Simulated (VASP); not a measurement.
Write the native input for VASP 6.6.1 that does the following.

* Task: single point
* Functional: PBEsol
* Potentials or basis: VASP PAW PBE potentials, release 64 (Ti_sv, O)
* Cutoff: 520 eV
* k mesh: 9 × 6 × 1
* Occupations: gaussian, width 0.1 eV
* Spin: no spin polarisation
* Dipole correction: yes
* Further INCAR settings: ALGO = Normal; EDIFF = 1e-06; NBANDS = 48

The structure of Ti6O lies in POSCAR:

```
Ti6O
1.0
    2.8999670177      0.0000000000      0.0000000000
    0.0000000000      4.5905806278      0.0000000000
    0.0000000000      0.0000000000     21.2062529549
Ti O
6 1
Direct
    0.0000000000      0.7500000000      0.1886236106
    0.5000000000      0.2500000000      0.2281000977
    0.5000000000      0.7500000000      0.3070530716
    0.0000000000      0.2500000000      0.3454090437
    0.0000000000      0.7500000000      0.4205530428
    0.5000000000      0.2500000000      0.4577071195
    0.8333333333      0.2500000000      0.5211434816
```

The input as run:

INCAR

```
SYSTEM = Ti6O
ALGO = Normal
DIPOL = 0.5 0.5 0.353
EDIFF = 1E-6
ENCUT = 520
GGA = PS
IDIPOL = 3
ISIF = 2
ISMEAR = 0
LASPH = .TRUE.
LCHARG = .TRUE.
LDIPOL = .TRUE.
LELF = .TRUE.
LREAL = .FALSE.
LVACPOTAV = .TRUE.
LVHAR = .TRUE.
LWAVE = .FALSE.
NBANDS = 48
NELM = 60
PREC = Accurate
SIGMA = 0.1
```

KPOINTS

```
k-points
0
G
  9 6 1
  0 0 0
```

Potentials or basis: VASP PAW PBE potentials, release 64 (Ti_sv, O).

The run is started by

```console
$ cat potpaw_PBE.64/Ti_sv/POTCAR potpaw_PBE.64/O/POTCAR > POTCAR
$ mpirun -np 1 vasp_std > vasp.out
```

It gave:

* Largest force: 2.475 eV/Å
* Band gap on the k mesh: zero (bands 39 and 40 overlap by 0.39 eV)

Caveat: the PAW data sets were made with another functional, which shifts forces and pressure a little.

Wall time 9.6 min on 1 thread of Intel(R) Xeon(R) Platinum 8559C (Emerald Rapids), on a shared host, peak memory 0.45 GiB.
